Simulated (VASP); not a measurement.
# Si (P4_3) in VASP: single point with PBE

Aim: the single point of Si with PBE.

Everything below comes from runs of VASP 6.6.1. Logs are shortened: lines on timing, memory, paths and dates and some standing lists are left out, and cuts for length are marked.

## Step 1: The cell of the first run

Symmetry: P4_3, No. 78, tetragonal system. Conventional cell: a = 3.698 Å, b = 3.698 Å, c = 8.101 Å, α = 90.00°, β = 90.00°, γ = 90.00°. Si (site symmetry 1) has 5 Si at 2.29 to 2.44 Å within 3.0 Å. Si (site symmetry 1) has 5 Si at 2.11 to 2.30 Å within 2.8 Å.

The cell was generated, and may not be a known phase.

## Step 2: Single point, PBE

File INCAR:

```
ALGO = Normal ; EDIFF = 1E-7
ENCUT = 520 ; GGA = PE
ISIF = 2 ; ISMEAR = 0
LASPH = T ; LCHARG = T
LELF = T ; LREAL = F
LVHAR = T ; LWAVE = F
NBANDS = 26 ; NELM = 60
PREC = Accurate ; SIGMA = 0.1
```

File KPOINTS:

```
k-points
0
Gamma
  6 6 2
```

File POSCAR:

```
Si
1.0
    3.6983502100      0.0000000000      0.0000000000
    0.0000000000      3.6983502100      0.0000000000
    0.0000000000      0.0000000000      8.1009713800
Si
8
Direct
    0.0835224600      0.7550276700      0.1914423300
    0.9164775400      0.2449723300      0.6914423300
    0.2449723300      0.0835224600      0.9414423300
    0.7550276700      0.9164775400      0.4414423300
    0.5792597100      0.5830053900      0.8742315100
    0.4207402900      0.4169946100      0.3742315100
    0.4169946100      0.5792597100      0.6242315100
    0.5830053900      0.4207402900      0.1242315100
```

Potentials or basis: VASP PAW PBE potentials, release 64 (Si).

On the command line:

```console
$ cat potpaw_PBE.64/Si/POTCAR > POTCAR
$ mpirun -np 1 vasp_std > vasp.out
```

OUTCAR:

```text
EDIFF = 1E-7
   ENCUT = 520
   GGA = PE
   ISIF = 2
   ISMEAR = 0
   LASPH = T
   LREAL = F
   NELM = 60
   PREC = Accurate

 ion  position               nearest neighbor table
   1  0.084  0.755  0.191-   8 2.29   8 2.29   6 2.30   4 2.44   3 2.44   6 3.12   6 3.12   8 3.13
                             8 3.13
   2  0.916  0.245  0.691-   7 2.29   7 2.29   5 2.30   3 2.44   4 2.44   5 3.12   5 3.12   7 3.13
                             7 3.13
   3  0.245  0.084  0.941-   5 2.29   5 2.29   8 2.30   2 2.44   1 2.44   8 3.12   8 3.12   5 3.13
                             5 3.13
   4  0.755  0.916  0.441-   6 2.29   6 2.29   7 2.30   1 2.44   2 2.44   7 3.12   7 3.12   6 3.13
                             6 3.13
   5  0.579  0.583  0.874-   7 2.11   8 2.11   3 2.29   3 2.29   2 2.30   2 3.12   2 3.12   3 3.13
                             3 3.13
   6  0.421  0.417  0.374-   7 2.11   8 2.11   4 2.29   4 2.29   1 2.30   1 3.12   1 3.12   4 3.13
                             4 3.13
   7  0.417  0.579  0.624-   5 2.11   6 2.11   2 2.29   2 2.29   4 2.30   4 3.12   4 3.12   2 3.13
                             2 3.13
   8  0.583  0.421  0.124-   5 2.11   6 2.11   1 2.29   1 2.29   3 2.30   3 3.12   3 3.12   1 3.13
                             1 3.13

  LATTYP: Found a simple tetragonal cell.
 ALAT       =     3.6983502100
 C/A-ratio  =     2.1904284127

  Lattice vectors:

 A1 = (   3.6983502100,   0.0000000000,   0.0000000000)
 A2 = (   0.0000000000,   3.6983502100,   0.0000000000)
 A3 = (   0.0000000000,   0.0000000000,   8.1009713800)

Analysis of symmetry for initial positions (statically):
=====================================================================
 Subroutine PRICEL returns:
 Original cell was already a primitive cell.

 Routine SETGRP: Setting up the symmetry group for a
 simple tetragonal supercell.

 Subroutine GETGRP returns: Found  4 space group operations
 (whereof  1 operations were pure point group operations)
 out of a pool of 16 trial point group operations.

The static configuration has the point symmetry C_1 .
 The point group associated with its full space group is C_1 .

Analysis of symmetry for dynamics (positions and initial velocities):
=====================================================================
 Subroutine PRICEL returns:
 Original cell was already a primitive cell.

 Routine SETGRP: Setting up the symmetry group for a
 simple tetragonal supercell.

 Subroutine GETGRP returns: Found  4 space group operations
 (whereof  1 operations were pure point group operations)
 out of a pool of 16 trial point group operations.

The dynamic configuration has the point symmetry C_1 .
 The point group associated with its full space group is C_1 .

 Subroutine INISYM returns: Found  4 space group operations
 (whereof  1 operations are pure point group operations),
 and found     1 'primitive' translations

----------------------------------------------------------------------------------------

                                     Primitive cell

  volume of cell :     110.8034

  direct lattice vectors                    reciprocal lattice vectors
     3.698350210  0.000000000  0.000000000     0.270390835  0.000000000  0.000000000
     0.000000000  3.698350210  0.000000000     0.000000000  0.270390835  0.000000000
     0.000000000  0.000000000  8.100971380     0.000000000  0.000000000  0.123441987

  length of vectors
     3.698350210  3.698350210  8.100971380     0.270390835  0.270390835  0.123441987

  position of ions in fractional coordinates (direct lattice)
     0.083522460  0.755027670  0.191442330
     0.916477540  0.244972330  0.691442330
     0.244972330  0.083522460  0.941442330
     0.755027670  0.916477540  0.441442330
     0.579259710  0.583005390  0.874231510
     0.420740290  0.416994610  0.374231510
     0.416994610  0.579259710  0.624231510
     0.583005390  0.420740290  0.124231510

  ion indices of the primitive-cell ions
   primitive index   ion index
                 1           1
                 2           2
                 3           3
                 4           4
                 5           5
                 6           6
                 7           7
                 8           8

----------------------------------------------------------------------------------------

 KPOINTS: k-points

Automatic generation of k-mesh.
 Grid dimensions read from file:
 generate k-points for:    6    6    2

 Generating k-lattice:

  Cartesian coordinates                     Fractional coordinates (reciprocal lattice)
     0.045065139  0.000000000  0.000000000     0.166666667  0.000000000  0.000000000
     0.000000000  0.045065139  0.000000000     0.000000000  0.166666667  0.000000000
     0.000000000  0.000000000  0.061720993     0.000000000  0.000000000  0.500000000

  Length of vectors
     0.045065139  0.045065139  0.061720993

  Shift w.r.t. Gamma in fractional coordinates (k-lattice)
     0.000000000  0.000000000  0.000000000

 Subroutine IBZKPT returns following result:
 ===========================================

 Found     22 irreducible k-points:

 Following reciprocal coordinates:
            Coordinates               Weight
  0.000000  0.000000  0.000000      1.000000
  0.166667  0.000000  0.000000      4.000000
  0.333333  0.000000  0.000000      4.000000
  0.500000  0.000000  0.000000      2.000000
  0.166667  0.166667  0.000000      4.000000
  0.333333  0.166667  0.000000      4.000000
[... 14 lines left out ...]
  0.500000  0.333333  0.500000      4.000000
  0.500000  0.500000  0.500000      1.000000
   k-points           NKPTS =     22   k-points in BZ     NKDIM =     22   number of bands    NBANDS=     26
   number of dos      NEDOS =    301   number of ions     NIONS =      8
   total plane-waves  NPLWV =  47040
   dimension x,y,z NGX =    28 NGY =   28 NGZ =   60
   dimension x,y,z NGXF=    56 NGYF=   56 NGZF=  120
   ions per type =               8
   NGX,Y,Z   is equivalent  to a cutoff of  12.59, 12.59, 12.31 a.u.
   NGXF,Y,Z  is equivalent  to a cutoff of  25.17, 25.17, 24.63 a.u.
 SYSTEM =  unknown system
   PREC   = accura    normal or accurate (medium, high low for compatibility)
   ISTART =      0    job   : 0-new  1-cont  2-samecut
   ICHARG =      2    charge: 1-file 2-atom 10-const
   ISPIN  =      1    spin polarized calculation?
   LNONCOLLINEAR =      F non collinear calculations
   LSORBIT =      F    spin-orbit coupling
   LASPH  =      T    aspherical Exc in radial PAW
   ENCUT  =  520.0 eV  38.22 Ry    6.18 a.u.   6.88  6.88 15.06*2*pi/ulx,y,z
   NELM   =     60;   NELMIN=  2; NELMDL= -5     # of ELM steps
   EDIFF  = 0.1E-06   stopping-criterion for ELM
   LREAL  =      F    real-space projection
   EDIFFG = 0.1E-05   stopping-criterion for IOM
   NSW    =      0    number of steps for IOM
   IBRION =     -1    ionic relax: 0-MD 1-quasi-New 2-CG
   NFREE  =      0    steps in history (QN), initial steepest desc. (CG)
   ISIF   =      2    stress and relaxation
   ISYM   =      2    0-nonsym 1-usesym 2-fastsym
   POTIM  = 0.5000    time-step for ionic-motion
   TEBEG  =    0.0;   TEEND  =   0.0 temperature during run
   PSTRESS=    0.0 pullay stress
   NELECT =      32.0000    total number of electrons
   NUPDOWN=      -1.0000    fix difference up-down
   EMIN   =  10.00;   EMAX   =-10.00  energy-range for DOS
   EFERMI =   0.00;   METHOD = LEGACY
   ISMEAR =     0;   SIGMA  =   0.10  broadening in eV -4-tet -1-fermi 0-gaus
   EFERMI_NEDOS =   21; number of points for ismear=-14 and -15
   IALGO  =     38    algorithm
   IMIX   =      4    mixing-type and parameters
     AMIX     =   0.40;   BMIX     =  1.00
     AMIX_MAG =   1.60;   BMIX_MAG =  1.00
  volume/ion in A,a.u.               =      13.85        93.47
  Fermi-wavevector in a.u.,A,eV,Ry     =   1.082116  2.044902 15.932079  1.170975
  Thomas-Fermi vector in A             =   2.218149
   LORBIT       =      0    0 simple, 1 ext, 2 COOP (PROOUT), +10 PAW based schemes
   GGA     = PE    functional components
   LHFCALC =     F    Hartree Fock is set to
   AEXX    =    0.0000 exact exchange contribution
   IVDW    =     0    specifies the selected vdW correction
   LEPSILON=     F    determine dielectric tensor
   LRPA    =     F    only Hartree local field effects (RPA)
 non-spin polarized calculation
 Gauss-broadening in eV      SIGMA  =   0.10
  energy-cutoff  :      520.00
  volume of cell :      110.80
 maximum number of plane-waves:      3012
   NGX = 13   NGY = 13   NGZ = 31

 number of electron      32.0000001 magnetization

 Free energy of the ion-electron system (eV)
  ---------------------------------------------------
  ext. energy  EPLUGINS =         0.00000000
  ---------------------------------------------------
  free energy    TOTEN  =       -35.37647979 eV

  energy without entropy =      -35.36849487  energy(sigma->0) =      -35.37248733

 E-fermi :  10.3475     XC(G=0): -11.1798

 val. band max:       10.2628421397   @ k =   0.5000   0.1667   0.5000
 cond. band min:      10.4119060002   @ k =   0.1667   0.0000   0.0000
 fundamental gap:      0.1490638605
 Fermi energy:        10.3474767517

 k-point     1 :       0.0000    0.0000    0.0000
  band No.  band energies     occupation
      1      -4.7464      2.00000
      2      -2.5984      2.00000
      3      -2.5984      2.00000
      4       2.9535      2.00000
      5       4.0797      2.00000
      6       4.8070      2.00000
[... 18 lines left out ...]
     25      14.7679      0.00000
     26      14.7679      0.00000

 k-point     2 :       0.1667    0.0000    0.0000
  band No.  band energies     occupation
      1      -4.4846      2.00000
      2      -2.3646      2.00000
      3      -2.3287      2.00000
      4       2.4063      2.00000
      5       3.2604      2.00000
      6       4.0846      2.00000
[... 18 lines left out ...]
     25      14.5291      0.00000
     26      15.0040      0.00000

 k-point     3 :       0.3333    0.0000    0.0000
  band No.  band energies     occupation
      1      -3.7505      2.00000
      2      -1.7607      2.00000
      3      -1.5612      2.00000
      4       0.3069      2.00000
      5       1.9956      2.00000
      6       2.5363      2.00000
[... 18 lines left out ...]
     25      14.6474      0.00000
     26      15.1777      0.00000

 k-point     4 :       0.5000    0.0000    0.0000
  band No.  band energies     occupation
      1      -3.0664      2.00000
      2      -1.5044      2.00000
      3      -0.9393      2.00000
      4      -0.3779      2.00000
      5       0.6347      2.00000
      6       1.5819      2.00000
[... 18 lines left out ...]
     25      15.2784      0.00000
     26      15.8567      0.00000

 k-point     5 :       0.1667    0.1667    0.0000
  band No.  band energies     occupation
      1      -4.2243      2.00000
      2      -2.1030      2.00000
      3      -2.0900      2.00000
      4       2.4097      2.00000
      5       2.6656      2.00000
      6       3.8543      2.00000
[... 18 lines left out ...]
     25      15.0407      0.00000
     26      15.1181      0.00000

 k-point     6 :       0.3333    0.1667    0.0000
  band No.  band energies     occupation
      1      -3.4960      2.00000
      2      -1.4933      2.00000
      3      -1.3371      2.00000
      4       0.5146      2.00000
      5       2.1893      2.00000
      6       2.5566      2.00000
[... 369 lines left out ...]
 k-point    19 :       0.5000    0.1667    0.5000
  band No.  band energies     occupation
      1      -2.3127      2.00000
      2      -2.3127      2.00000
      3      -0.2719      2.00000
      4      -0.2719      2.00000
      5       1.9075      2.00000
      6       1.9075      2.00000
[... 18 lines left out ...]
     25      16.0934      0.00000
     26      16.0934      0.00000

 k-point    20 :       0.3333    0.3333    0.5000
  band No.  band energies     occupation
      1      -2.2668      2.00000
      2      -2.2668      2.00000
      3       0.9646      2.00000
      4       0.9646      2.00000
      5       1.8467      2.00000
      6       1.8467      2.00000
[... 18 lines left out ...]
     25      16.3164      0.00000
     26      16.3164      0.00000

 k-point    21 :       0.5000    0.3333    0.5000
  band No.  band energies     occupation
      1      -1.6469      2.00000
      2      -1.6469      2.00000
      3       0.3847      2.00000
      4       0.3847      2.00000
      5       2.1643      2.00000
      6       2.1643      2.00000
[... 18 lines left out ...]
     25      16.8535      0.00000
     26      16.8535      0.00000

 k-point    22 :       0.5000    0.5000    0.5000
  band No.  band energies     occupation
      1      -1.0919      2.00000
      2      -1.0919      2.00000
      3       0.8358      2.00000
      4       0.8358      2.00000
      5       1.5829      2.00000
      6       1.5829      2.00000
[... 18 lines left out ...]
     25      19.0954      0.00000
     26      19.0955      0.00000

------------------------ aborting loop because EDIFF is reached ----------------------------------------

  FORCE on cell =-STRESS in cart. coord.  units (eV):
  Direction    XX          YY          ZZ          XY          YZ          ZX
  --------------------------------------------------------------------------------------
  -------------------------------------------------------------------------------------
  Total       15.5596403     15.5596403     43.3555509      0.0000000      0.0000000      0.0000000
  in kB      224.9867642    224.9867642    626.9055673      0.0000004      0.0000000      0.0000000
  external PRESSURE =     358.9596986 kB  Pullay stress =       0.0000000 kB

 VOLUME and BASIS-vectors are now :
 -----------------------------------------------------------------------------
  energy-cutoff  :      520.00
  volume of cell :      110.80
      direct lattice vectors                 reciprocal lattice vectors
     3.698350210  0.000000000  0.000000000     0.270390835  0.000000000  0.000000000
     0.000000000  3.698350210  0.000000000     0.000000000  0.270390835  0.000000000
     0.000000000  0.000000000  8.100971380     0.000000000  0.000000000  0.123441987

 POSITION                                       TOTAL-FORCE (eV/Angst)
 -----------------------------------------------------------------------------------
      0.30890      2.79236      1.55087        -1.010266      1.883225     -0.121658
      3.38945      0.90599      5.60135         1.010266     -1.883225     -0.121658
      0.90599      0.30890      7.62660        -1.883225     -1.010266     -0.121658
      2.79236      3.38945      3.57611         1.883225      1.010266     -0.121658
      2.14231      2.15616      7.08212         1.660858      2.198065      0.121658
      1.55604      1.54219      3.03164        -1.660858     -2.198065      0.121658
      1.54219      2.14231      5.05688        -2.198065      1.660858      0.121658
      2.15616      1.55604      1.00640         2.198065     -1.660858      0.121658
 -----------------------------------------------------------------------------------
    total drift:                                0.000000     -0.000000      0.000095

  FREE ENERGIE OF THE ION-ELECTRON SYSTEM (eV)
  ---------------------------------------------------
  free  energy   TOTEN  =       -35.3764797935 eV

  energy  without entropy=      -35.3684948664  energy(sigma->0) =      -35.37248733
```

Run time: 48 s. Hardware: 1 thread of Intel Xeon Platinum 8488C (Sapphire Rapids), shared host; peak memory 0.21 GiB.

What came out:

| Item | Value |
| --- | --- |
| Free energy | -35.3765 eV |
| Pressure | 35.9 GPa |
| Largest force | 2.758 eV/Å |
| Band gap on the k mesh | zero (bands 16 and 17 overlap by 1.27 eV) |

Forces in eV/Å, atoms in the order of the input:
```
Si  -1.010  1.883 -0.122
Si   1.010 -1.883 -0.122
Si  -1.883 -1.010 -0.122
Si   1.883  1.010 -0.122
Si   1.661  2.198  0.122
Si  -1.661 -2.198  0.122
Si  -2.198  1.661  0.122
Si   2.198 -1.661  0.122
```

Stress tensor (GPa, compression positive):
```
22.50  0.00  0.00
 0.00 22.50  0.00
 0.00  0.00 62.69
```

Levels at points of the mesh, in eV from the Fermi level:
```
           k point  band 13  band 14  band 15  band 16  band 17  band 18  band 19  band 20
(0.00, 0.00, 0.00)    -2.87    -1.93    -1.17    -1.17    -0.98     2.38     2.90     2.90
(0.50, 0.00, 0.00)    -1.54    -1.29    -0.70    -0.43    -0.12     0.16     0.83     1.44
(0.50, 0.50, 0.00)    -4.84    -2.05    -0.85    -0.85    -0.45    -0.25    -0.25     1.19
(0.00, 0.00, 0.50)    -2.00    -2.00    -0.20    -0.20    -0.13    -0.13     1.23     1.23
(0.50, 0.00, 0.50)    -1.19    -1.19    -0.28    -0.28     0.43     0.43     1.14     1.14
(0.50, 0.50, 0.50)    -3.85    -3.85    -3.13    -3.13     0.89     0.89     3.52     3.52
```

Caveat: the k points lie up to 0.39 Å⁻¹ apart, too coarse for converged energies and pressures of a metal; forces of over 1 eV/Å act on the atoms, so gaps and moduli don't describe the material at rest.

The gap in the log of VASP goes by the Fermi energy; the results here count the filled bands.